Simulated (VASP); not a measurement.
A run of VASP 6.6.1:

The input INCAR:

```
  PREC = Accurate
  ENCUT = 600
  EDIFF = 1E-7
  ISMEAR = -1
  SIGMA = 0.05
  LREAL = F
  LASPH = T
  NELM = 150
  ALGO = Normal
  ISIF = 3
  LWAVE = F
  LCHARG = F
  ISPIN = 2
  MAGMOM = 4 0
  LORBIT = 11
  LMAXMIX = 4
  GGA = PS
  IBRION = 2
  NSW = 80
  EDIFFG = -0.01
  PSTRESS = 50.0
```

File KPOINTS:

```
regular mesh
0
Gamma
  10 10 10
```

POSCAR

```
MnO
1.0
    0.0000000000      2.2239077028      2.2239077028
    2.2239077028      0.0000000000      2.2239077028
    2.2239077028      2.2239077028      0.0000000000
Mn O
1 1
Direct
    0.0000000000      0.0000000000      0.0000000000
    0.5000000000      0.5000000000      0.5000000000
```

Potentials or basis: VASP PAW PBE potentials, release 64 (Mn_pv, O).

Command:

```console
$ cat potpaw_PBE.64/Mn_pv/POTCAR potpaw_PBE.64/O/POTCAR > POTCAR
$ mpirun -np 1 vasp_std > vasp.out
```

Hardware: 1 thread of Intel Xeon 8259CL, with other jobs on the host.

**Question.** Estimate the wall time of this run.

**Answer.** Run time: 2.6 min on 1 thread of Intel Xeon 8259CL, on a shared host, peak memory 0.19 GiB. Counts: scf iterations 28, k points 47, ion steps 2.
